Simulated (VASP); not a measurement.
# Ti (P6_3/mmc) in VASP: single point with PBE

Aim: the single point of Ti with PBE.

Everything below comes from runs of VASP 6.6.1. Logs are shortened: lines on timing, memory, paths and dates and some standing lists are left out, and cuts for length are marked.

## 1. The cell of the first run

The structure is hexagonal, space group P6_3/mmc (No. 194). Conventional cell: a = 2.941 Å, b = 2.941 Å, c = 4.628 Å, α = 90.00°, β = 90.00°, γ = 120.00°. Within 3.8 Å of Ti (site symmetry -6m2) lie 12 Ti at 2.87 to 2.94 Å.

## 2. Single point, PBE

File INCAR:

```
PREC = Accurate
ENCUT = 500
EDIFF = 1E-6
ISMEAR = 0
SIGMA = 0.05
LREAL = F
LASPH = T
NELM = 120
ALGO = Normal
ISIF = 2
LWAVE = F
LCHARG = F
GGA = PE
NBANDS = 19
GGA_COMPAT = F
```

File KPOINTS:

```
regular mesh
0
Gamma
  8 8 4
```

File POSCAR:

```
Ti
1.0
    2.9413227357      0.0000000000      0.0000000000
   -1.4706613679      2.5472602099      0.0000000000
    0.0000000000      0.0000000000      4.6283453004
Ti
2
Direct
    0.3333333333      0.6666666667      0.7500000000
    0.6666666667      0.3333333333      0.2500000000
```

Potentials or basis: VASP PAW PBE potentials, release 64 (Ti_sv).

Launch:

```console
> cat potpaw_PBE.64/Ti_sv/POTCAR > POTCAR
> mpirun -np 1 vasp_std > vasp.out
```

OUTCAR:

```text
PREC = Accurate
   ENCUT = 500
   EDIFF = 1E-6
   ISMEAR = 0
   LREAL = F
   LASPH = T
   NELM = 120
   ISIF = 2
   GGA = PE

 ion  position               nearest neighbor table
   1  0.333  0.667  0.750-   2 2.87   2 2.87   2 2.87   2 2.87   2 2.87   2 2.87
   2  0.667  0.333  0.250-   1 2.87   1 2.87   1 2.87   1 2.87   1 2.87   1 2.87

  LATTYP: Found a hexagonal cell.
 ALAT       =     2.9413227357
 C/A-ratio  =     1.5735591488

  Lattice vectors:

 A1 = (   2.9413227357,   0.0000000000,   0.0000000000)
 A2 = (  -1.4706613679,   2.5472602099,   0.0000000000)
 A3 = (   0.0000000000,   0.0000000000,   4.6283453004)

Analysis of symmetry for initial positions (statically):
=====================================================================
 Subroutine PRICEL returns:
 Original cell was already a primitive cell.

 Routine SETGRP: Setting up the symmetry group for a
 hexagonal supercell.

 Subroutine GETGRP returns: Found 24 space group operations
 (whereof 12 operations were pure point group operations)
 out of a pool of 24 trial point group operations.

The static configuration has the point symmetry D_3d.
 The point group associated with its full space group is D_6h.

Analysis of symmetry for dynamics (positions and initial velocities):
=====================================================================
 Subroutine PRICEL returns:
 Original cell was already a primitive cell.

 Routine SETGRP: Setting up the symmetry group for a
 hexagonal supercell.

 Subroutine GETGRP returns: Found 24 space group operations
 (whereof 12 operations were pure point group operations)
 out of a pool of 24 trial point group operations.

The dynamic configuration has the point symmetry D_3d.
 The point group associated with its full space group is D_6h.

 Subroutine INISYM returns: Found 24 space group operations
 (whereof 12 operations are pure point group operations),
 and found     1 'primitive' translations

----------------------------------------------------------------------------------------

                                     Primitive cell

  volume of cell :      34.6770

  direct lattice vectors                    reciprocal lattice vectors
     2.941322736  0.000000000  0.000000000     0.339983093  0.196289330  0.000000000
    -1.470661368  2.547260210  0.000000000     0.000000000  0.392578660  0.000000000
     0.000000000  0.000000000  4.628345300     0.000000000  0.000000000  0.216059938

  length of vectors
     2.941322736  2.941322736  4.628345300     0.392578660  0.392578660  0.216059938

  position of ions in fractional coordinates (direct lattice)
     0.333333333  0.666666667  0.750000000
     0.666666667  0.333333333  0.250000000

  ion indices of the primitive-cell ions
   primitive index   ion index
                 1           1
                 2           2

----------------------------------------------------------------------------------------

 KPOINTS: regular mesh

Automatic generation of k-mesh.
 Grid dimensions read from file:
 generate k-points for:    8    8    4

 Generating k-lattice:

  Cartesian coordinates                     Fractional coordinates (reciprocal lattice)
     0.042497887  0.024536166  0.000000000     0.125000000  0.000000000  0.000000000
     0.000000000  0.049072333  0.000000000     0.000000000  0.125000000  0.000000000
     0.000000000  0.000000000  0.054014985     0.000000000  0.000000000  0.250000000

  Length of vectors
     0.049072333  0.049072333  0.054014985

  Shift w.r.t. Gamma in fractional coordinates (k-lattice)
     0.000000000  0.000000000  0.000000000

 Subroutine IBZKPT returns following result:
 ===========================================

 Found     30 irreducible k-points:

 Following reciprocal coordinates:
            Coordinates               Weight
  0.000000  0.000000  0.000000      1.000000
  0.125000  0.000000  0.000000      6.000000
  0.250000  0.000000  0.000000      6.000000
  0.375000  0.000000  0.000000      6.000000
  0.500000  0.000000  0.000000      3.000000
  0.125000  0.125000  0.000000      6.000000
[... 16 lines left out ...]
  0.250000  0.000000  0.500000      6.000000
  0.375000  0.000000  0.500000      6.000000
 [... further k-points ...]
   k-points           NKPTS =     30   k-points in BZ     NKDIM =     30   number of bands    NBANDS=     19
   number of dos      NEDOS =    301   number of ions     NIONS =      2
   total plane-waves  NPLWV =  20736
   dimension x,y,z NGX =    24 NGY =   24 NGZ =   36
   dimension x,y,z NGXF=    48 NGYF=   48 NGZF=   72
   ions per type =               2
   NGX,Y,Z   is equivalent  to a cutoff of  13.56, 13.56, 12.93 a.u.
   NGXF,Y,Z  is equivalent  to a cutoff of  27.13, 27.13, 25.86 a.u.
 SYSTEM =  unknown system
   PREC   = accura    normal or accurate (medium, high low for compatibility)
   ISTART =      0    job   : 0-new  1-cont  2-samecut
   ICHARG =      2    charge: 1-file 2-atom 10-const
   ISPIN  =      1    spin polarized calculation?
   LNONCOLLINEAR =      F non collinear calculations
   LSORBIT =      F    spin-orbit coupling
   LASPH  =      T    aspherical Exc in radial PAW
   ENCUT  =  500.0 eV  36.75 Ry    6.06 a.u.   5.36  5.36  8.44*2*pi/ulx,y,z
   NELM   =    120;   NELMIN=  2; NELMDL= -5     # of ELM steps
   EDIFF  = 0.1E-05   stopping-criterion for ELM
   LREAL  =      F    real-space projection
   EDIFFG = 0.1E-04   stopping-criterion for IOM
   NSW    =      0    number of steps for IOM
   IBRION =     -1    ionic relax: 0-MD 1-quasi-New 2-CG
   NFREE  =      0    steps in history (QN), initial steepest desc. (CG)
   ISIF   =      2    stress and relaxation
   ISYM   =      2    0-nonsym 1-usesym 2-fastsym
   POTIM  = 0.5000    time-step for ionic-motion
   TEBEG  =    0.0;   TEEND  =   0.0 temperature during run
   PSTRESS=    0.0 pullay stress
   NELECT =      24.0000    total number of electrons
   NUPDOWN=      -1.0000    fix difference up-down
   EMIN   =  10.00;   EMAX   =-10.00  energy-range for DOS
   EFERMI =   0.00;   METHOD = LEGACY
   ISMEAR =     0;   SIGMA  =   0.05  broadening in eV -4-tet -1-fermi 0-gaus
   EFERMI_NEDOS =   21; number of points for ismear=-14 and -15
   IALGO  =     38    algorithm
   IMIX   =      4    mixing-type and parameters
     AMIX     =   0.40;   BMIX     =  1.00
     AMIX_MAG =   1.60;   BMIX_MAG =  1.00
  volume/ion in A,a.u.               =      17.34       117.01
  Fermi-wavevector in a.u.,A,eV,Ry     =   1.448098  2.736509 28.531257  2.096988
  Thomas-Fermi vector in A             =   2.565978
   LORBIT       =      0    0 simple, 1 ext, 2 COOP (PROOUT), +10 PAW based schemes
   GGA     = PE    functional components
   LHFCALC =     F    Hartree Fock is set to
   AEXX    =    0.0000 exact exchange contribution
   IVDW    =     0    specifies the selected vdW correction
   LEPSILON=     F    determine dielectric tensor
   LRPA    =     F    only Hartree local field effects (RPA)
 non-spin polarized calculation
 Gauss-broadening in eV      SIGMA  =   0.05
  energy-cutoff  :      500.00
  volume of cell :       34.68
 maximum number of plane-waves:       905
 NGX is ok and might be reduce to    24
   NGX = 11   NGY = 11   NGZ = 17

 number of electron      24.0000003 magnetization

 Free energy of the ion-electron system (eV)
  ---------------------------------------------------
  ext. energy  EPLUGINS =         0.00000000
  ---------------------------------------------------
  free energy    TOTEN  =       -15.68993482 eV

  energy without entropy =      -15.68851407  energy(sigma->0) =      -15.68922445

 E-fermi :   8.4088     XC(G=0): -11.5044

 val. band max:        8.3959120585   @ k =   0.3750   0.2500   0.2500
 cond. band min:       8.4689726747   @ k =   0.0000   0.0000   0.5000
 fundamental gap:      0.0730606161
 Fermi energy:         8.4087548084

 k-point     1 :       0.0000    0.0000    0.0000
  band No.  band energies     occupation
      1     -48.4981      2.00000
      2     -48.3572      2.00000
      3     -25.0907      2.00000
      4     -24.4482      2.00000
      5     -24.4482      2.00000
      6     -24.3691      2.00000
[... 11 lines left out ...]
     18       9.9549      0.00000
     19      11.5163      0.00000

 k-point     2 :       0.1250    0.0000    0.0000
  band No.  band energies     occupation
      1     -48.4832      2.00000
      2     -48.3517      2.00000
      3     -25.0568      2.00000
      4     -24.5152      2.00000
      5     -24.4706      2.00000
      6     -24.4129      2.00000
[... 11 lines left out ...]
     18       9.9034      0.00000
     19      11.6334      0.00000

 k-point     3 :       0.2500    0.0000    0.0000
  band No.  band energies     occupation
      1     -48.4453      2.00000
      2     -48.3403      2.00000
      3     -24.9657      2.00000
      4     -24.6791      2.00000
      5     -24.5736      2.00000
      6     -24.5219      2.00000
[... 11 lines left out ...]
     18      10.6088      0.00000
     19      11.8138      0.00000

 k-point     4 :       0.3750    0.0000    0.0000
  band No.  band energies     occupation
      1     -48.4024      2.00000
      2     -48.3337      2.00000
      3     -24.8497      2.00000
      4     -24.8451      2.00000
      5     -24.7260      2.00000
      6     -24.5706      2.00000
[... 11 lines left out ...]
     18      11.4541      0.00000
     19      11.9210      0.00000

 k-point     5 :       0.5000    0.0000    0.0000
  band No.  band energies     occupation
      1     -48.3806      2.00000
      2     -48.3348      2.00000
      3     -24.9140      2.00000
      4     -24.7872      2.00000
      5     -24.7816      2.00000
      6     -24.5902      2.00000
[... 11 lines left out ...]
     18      11.9527      0.00000
     19      12.7179      0.00000
[... 334 lines left out ...]
      2     -48.4281      2.00000
      3     -24.7374      2.00000
      4     -24.7374      2.00000
      5     -24.3960      2.00000
      6     -24.3960      2.00000
[... 11 lines left out ...]
     18      11.1671      0.00000
     19      11.1671      0.00000

 k-point    22 :       0.1250    0.0000    0.5000
  band No.  band energies     occupation
      1     -48.4179      2.00000
      2     -48.4179      2.00000
      3     -24.7509      2.00000
      4     -24.7509      2.00000
      5     -24.4396      2.00000
      6     -24.4396      2.00000
[... 11 lines left out ...]
     18      11.1345      0.00000
     19      11.2820      0.00000

 k-point    23 :       0.2500    0.0000    0.5000
  band No.  band energies     occupation
      1     -48.3931      2.00000
      2     -48.3931      2.00000
      3     -24.8185      2.00000
      4     -24.8185      2.00000
      5     -24.5077      2.00000
      6     -24.5077      2.00000
[... 11 lines left out ...]
     18      11.1687      0.00000
     19      11.5866      0.00000

 k-point    24 :       0.3750    0.0000    0.5000
  band No.  band energies     occupation
      1     -48.3681      2.00000
      2     -48.3681      2.00000
      3     -24.9299      2.00000
      4     -24.9299      2.00000
      5     -24.5290      2.00000
      6     -24.5290      2.00000
[... 11 lines left out ...]
     18      11.5382      0.00000
     19      11.9249      0.00000

 [... further k-points ...]

------------------------ aborting loop because EDIFF is reached ----------------------------------------

  FORCE on cell =-STRESS in cart. coord.  units (eV):
  Direction    XX          YY          ZZ          XY          YZ          ZX
  --------------------------------------------------------------------------------------
  -------------------------------------------------------------------------------------
  Total       -0.0363419     -0.0363419     -0.0604783      0.0000000      0.0000000     -0.0000000
  in kB       -1.6790990     -1.6790990     -2.7942692      0.0000000      0.0000000     -0.0000000
  external PRESSURE =      -2.0508224 kB  Pullay stress =       0.0000000 kB

 VOLUME and BASIS-vectors are now :
 -----------------------------------------------------------------------------
  energy-cutoff  :      500.00
  volume of cell :       34.68
      direct lattice vectors                 reciprocal lattice vectors
     2.941322736  0.000000000  0.000000000     0.339983093  0.196289330  0.000000000
    -1.470661368  2.547260210  0.000000000     0.000000000  0.392578660  0.000000000
     0.000000000  0.000000000  4.628345300     0.000000000  0.000000000  0.216059938

 POSITION                                       TOTAL-FORCE (eV/Angst)
 -----------------------------------------------------------------------------------
     -0.00000      1.69817      3.47126        -0.000000      0.000000      0.000000
      1.47066      0.84909      1.15709         0.000000     -0.000000      0.000000
 -----------------------------------------------------------------------------------
    total drift:                               -0.000000      0.000000     -0.000000

  FREE ENERGIE OF THE ION-ELECTRON SYSTEM (eV)
  ---------------------------------------------------
  free  energy   TOTEN  =       -15.6899348222 eV

  energy  without entropy=      -15.6885140728  energy(sigma->0) =      -15.68922445
```

Run time: 9 s. Hardware: 1 thread of Intel Xeon 6975P-C (Granite Rapids), shared host; peak memory 0.15 GiB.

What came out:

```yaml
Free_energy: -15.6899 eV
Pressure: -0.2 GPa
Band_gap_on_the_k_mesh: zero (bands 12 and 13 overlap by 1.00 eV)
```

Stress tensor (GPa, compression positive):
```
-0.17  0.00  0.00
 0.00 -0.17  0.00
 0.00  0.00 -0.28
```

Levels at points of the mesh, in eV from the Fermi level:
| k point | band 10 | band 11 | band 12 | band 13 | band 14 | band 15 |
| --- | --- | --- | --- | --- | --- | --- |
| (0.00, 0.00, 0.00) | -2.74 | 0.72 | 0.72 | 0.78 | 0.88 | 1.23 |
| (0.50, 0.00, 0.00) | -2.22 | -1.89 | -0.70 | 0.40 | 0.61 | 1.15 |
| (0.00, 0.00, 0.50) | -4.39 | 0.06 | 0.06 | 0.61 | 0.61 | 0.61 |
| (0.50, 0.00, 0.50) | -2.60 | -0.85 | -0.85 | 1.27 | 1.27 | 1.67 |
